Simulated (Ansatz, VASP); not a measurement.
**Hg2OF2 in VASP and in Ansatz**

The input INCAR:

```
SYSTEM = Hg2OF2
PREC = Accurate
ENCUT = 520
EDIFF = 1E-6
ISMEAR = 0
SIGMA = 0.01
LREAL = .False.
LASPH = .True.
NELM = 60
ALGO = Normal
ISIF = 2
LWAVE = .False.
LCHARG = .False.
GGA = PE
NBANDS = 30
```

Contents of KPOINTS:

```
Automatic mesh
0
Gamma
  1 1 1
  0 0 0
```

File POSCAR:

```
Hg2OF2
1.0
   10.2900000000      0.0000000000      0.0000000000
    0.0000000000     10.4800000000      0.0000000000
    0.0000000000      0.0000000000     15.8100000000
Hg O F
2 1 2
Direct
    0.5041438300      0.5044675600      0.6067179000
    0.5041438300      0.5044675600      0.3935496500
    0.4373177800      0.4293893100      0.5001340900
    0.5628707500      0.5704465600      0.7156375700
    0.5628707500      0.5704465600      0.2846299800
```

Input for Ansatz:

```yaml
crystal:
  lattice:
    - [10.29, 0.0, 0.0]
    - [0.0, 10.48, 0.0]
    - [0.0, 0.0, 15.81]
  atoms:
    - { symbol: Hg, position: [0.50414383, 0.50446756, 0.6067179] }
    - { symbol: Hg, position: [0.50414383, 0.50446756, 0.39354965] }
    - { symbol: O, position: [0.43731778, 0.42938931, 0.50013409] }
    - { symbol: F, position: [0.56287075, 0.57044656, 0.71563757] }
    - { symbol: F, position: [0.56287075, 0.57044656, 0.28462998] }
basis:
  ecutwfc: 420
  ecutrho_ratio: 4
kpoints:
  mp_grid: { grid: [1, 1, 1] }
hamiltonian:
  xc: pbe
scf:
  occupations: { method: gaussian, width: 0.01 }
output:
  forces: true
  eigenvalues: true
  populations: true
```

Alike in both runs: task single point; functional PBE; k mesh 1 × 1 × 1; occupations gaussian, width 0.01 eV; no spin polarisation.

```csv
,VASP,Ansatz
version,VASP 6.6.1,Ansatz 0.2.0
potentials or method,"VASP PAW PBE potentials, release 64 (Hg, O, F), cutoff 520 eV","scalar-relativistic, plane waves, PAW"
valence electrons in the cell,44,60
```

VASP gave:

* gap on the k mesh at the Fermi level (eV): 3.27
* rms of the force components (eV/Å): 0.212

**Question.** Which values does Ansatz return?

**Answer.** gap on the k mesh at the Fermi level (eV): 3.30; rms of the force components (eV/Å): 0.098.

Atom by atom the forces differ by 0.186 eV/Å (rms over components). One of these differences is far larger than is usual between the two programs; its cause wasn't traced. VASP's potentials hold 44 valence electrons a cell and Ansatz's 60, so a difference there can come from the potentials and not from the codes. Ansatz's warnings: structure snapped to symmetry.

Spin-orbit coupling is off throughout.
